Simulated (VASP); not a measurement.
A run of VASP 6.6.1:

The input POSCAR:

```
GaP
1.0
    0.0000000000      2.7106821395      2.7106821395
    2.7106821395      0.0000000000      2.7106821395
    2.7106821395      2.7106821395      0.0000000000
Ga P
1 1
Direct
    0.0000000000      0.0000000000      0.0000000000
    0.2500000000      0.2500000000      0.2500000000
```

Contents of INCAR.step1:

```
ALGO = Normal
EDIFF = 1E-5
ENCUT = 520
GGA = PE
ISIF = 2
ISMEAR = 0
LASPH = T
LCHARG = F
LREAL = F
LWAVE = T
NBANDS = 16
NELM = 60
PREC = Accurate
SIGMA = 0.01
```

INCAR.step2

```
ALGO = Normal
EDIFF = 1E-6
ENCUT = 520
GGA = PE
HFSCREEN = 0.2079
ISIF = 2
ISMEAR = 0
ISTART = 1
LASPH = T
LCHARG = F
LHFCALC = T
LREAL = F
LWAVE = F
NBANDS = 16
NELM = 60
PREC = Accurate
PRECFOCK = Normal
SIGMA = 0.01
```

KPOINTS

```
k-points
0
Gamma
  6 6 6
```

Potentials or basis: VASP PAW PBE potentials, release 64 (Ga_d, P).

The run is started by

```bash
$ cat potpaw_PBE.64/Ga_d/POTCAR potpaw_PBE.64/P/POTCAR > POTCAR
$ cp INCAR.step1 INCAR
$ mpirun -np 1 vasp_std > vasp.out
$ cp INCAR.step2 INCAR
$ mpirun -np 1 vasp_std > vasp.out
```

Hardware: 1 thread of AMD EPYC 7R43 64-Core Processor (Zen 3), on a shared host.

How long does it take, and how much memory?

Wall time 48 min on 1 thread of AMD EPYC 7R43 64-Core Processor (Zen 3), with other jobs on the host, peak memory 0.26 GiB. Counts: k points 16.
